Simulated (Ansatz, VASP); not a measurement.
# Two plane-wave programs on Cu

File POSCAR:

```
Cu
1.0
    0.0000000000      1.8312856224      1.8312856224
    1.8312856224      0.0000000000      1.8312856224
    1.8312856224      1.8312856224      0.0000000000
Cu
1
Direct
    0.0000000000      0.0000000000      0.0000000000
```

The input INCAR.step1:

```
PREC = Accurate ; ENCUT = 520
EDIFF = 1E-5 ; ISMEAR = -1
SIGMA = 0.05 ; LREAL = F
LASPH = T ; NELM = 60
ALGO = Normal ; ISIF = 2
LWAVE = T ; LCHARG = F
NBANDS = 12 ; GGA = PE
```

Contents of INCAR.step2:

```
PREC = Accurate ; ENCUT = 520
EDIFF = 1E-6 ; ISMEAR = -1
SIGMA = 0.05 ; LREAL = F
LASPH = T ; NELM = 60
ALGO = Normal ; ISIF = 2
LWAVE = F ; LCHARG = F
GGA = PS ; LHFCALC = T
AEXX = 0.25 ; HFSCREEN = 0.207
PRECFOCK = Normal ; NBANDS = 12
ISTART = 1
```

The input KPOINTS:

```
regular mesh
0
Gamma
  7 7 7
```

Contents of input.yaml:

```yaml
crystal:
  lattice:
    - [0.0, 1.8312856224, 1.8312856224]
    - [1.8312856224, 0.0, 1.8312856224]
    - [1.8312856224, 1.8312856224, 0.0]
  atoms:
    - { symbol: Cu, position: [0.0, 0.0, 0.0] }
hamiltonian:
  xc:
    exchange: hjs_pbesol
    correlation: pbesol
    exx: { coeff: 0.25, omega: 0.207 }
  pseudopotentials: { kind: paw }
kpoints:
  mp_grid: { grid: [7, 7, 7] }
scf:
  occupations: { method: fermi_dirac, width: 0.05 }
output:
  forces: true
  stress: true
  eigenvalues: true
  write_density: true
  write_potential: true
  elf: true
  volumetric_format: npy
```

Alike in both runs: task single point; functional PBEsol-based screened hybrid; k mesh 7 × 7 × 7; occupations fermi-dirac, width 0.05 eV; no spin polarisation.

```csv
,VASP,Ansatz
version,VASP 6.6.1,Ansatz 0.2.0
potentials or method,"VASP PAW PBE potentials, release 64 (Cu)",Ansatz PAW
plane-wave cutoff (eV),520,420
valence electrons in the cell,11,19
```

|  | VASP | Ansatz | Ansatz less VASP |
| --- | --- | --- | --- |
| gap on the k mesh at the Fermi level (eV) | none | none | - |
| pressure (GPa) | -8.7 | -8.8 | -0.06 |

VASP's potentials were made for PBE, not for PBEsol-based screened hybrid. A gap of «none» marks a metal or a gap that the smearing closes. VASP's potentials hold 11 valence electrons a cell and Ansatz's 19, so a difference there can come from the potentials and not from the codes.

The k mesh is coarse, so the values compare programs but aren't converged.
